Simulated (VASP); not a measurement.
A run of VASP 6.6.1:

Contents of INCAR:

```
SYSTEM = Ga2SnSe3
PREC = Accurate
ENCUT = 520
EDIFF = 1E-6
ISMEAR = 0
SIGMA = 0.1
LREAL = .False.
LASPH = .True.
NELM = 60
ALGO = Normal
ISIF = 2
LWAVE = .False.
LCHARG = .False.
GGA = PE
NBANDS = 38
```

Contents of KPOINTS:

```
Automatic mesh
0
Gamma
  4 4 4
  0 0 0
```

Contents of POSCAR:

```
Ga2SnSe3
1.0
    4.2864114200      0.0000000000      0.0000000000
    0.0000000000      4.2864114200      0.0000000000
    0.0000000000      0.0000000000      5.0179005700
Ga Sn Se
2 1 3
Direct
    0.0000000000      0.0000000000      0.7184213900
    0.0000000000      0.0000000000      0.2815786100
    0.0000000000      0.0000000000      0.0000000000
    0.0000000000      0.5000000000      0.5000000000
    0.5000000000      0.0000000000      0.5000000000
    0.5000000000      0.5000000000      0.0000000000
```

Potentials or basis: VASP PAW PBE potentials, release 64 (Ga_d, Sn_d, Se).

The run is started by

```sh
$ cat potpaw_PBE.64/Ga_d/POTCAR potpaw_PBE.64/Sn_d/POTCAR potpaw_PBE.64/Se/POTCAR > POTCAR
$ mpirun -np 1 vasp_std > vasp.out
```

Hardware: 1 thread of Intel(R) Xeon(R) Platinum 8488C (Sapphire Rapids), on a shared host.

Q: How long does it take, and how much memory?

A: Run time: 47 s on 1 thread of Intel(R) Xeon(R) Platinum 8488C (Sapphire Rapids), with other jobs on the host, peak memory 0.22 GiB. Counts: scf iterations 14, k points 18.
